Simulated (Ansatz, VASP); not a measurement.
One calculation of Hf2B, two programs

```
Hf B
1.0
     3.16810    0.00000    0.00000
    -1.58405    2.74365    0.00000
     0.00000    0.00000   11.37641
Hf B
4 2
Direct
  0.00000 0.00000 0.15090
  0.00000 0.00000 0.84910
  0.33333 0.66667 0.38978
  0.66667 0.33333 0.61022
  0.33333 0.66667 0.99936
  0.66667 0.33333 0.00064
```

Alike in both runs: task relaxation of cell and atoms; functional PBE; k mesh 12 × 12 × 4; occupations gaussian, width 0.1 eV; no spin polarisation.

```csv
,VASP,Ansatz
version,VASP 6.6.1,Ansatz 0.2.0
potentials or method,"VASP PAW PBE potentials, release 64 (Hf_pv, B), cutoff 600 eV","scalar-relativistic, plane waves, PAW"
valence electrons in the cell,46,110
```

Ansatz gave:

```
gap on the k mesh at the Fermi level, each at its own relaxed structure (eV) : none
relaxed volume (Å³/atom)                                                     : 16.44
relaxed length of the cell vector where the two differ most in proportion (Å)              : 11.333
```

**Question.** Which values does VASP return?

**Answer.** gap on the k mesh at the Fermi level, each at its own relaxed structure (eV): none; relaxed volume (Å³/atom): 16.39; relaxed length of the cell vector where the two differ most in proportion (Å): 11.321.

A gap of «none» marks a metal or a gap that the smearing closes. VASP's potentials hold 46 valence electrons a cell and Ansatz's 110, so a difference there can come from the potentials and not from the codes.

Neither program's run includes spin-orbit coupling.
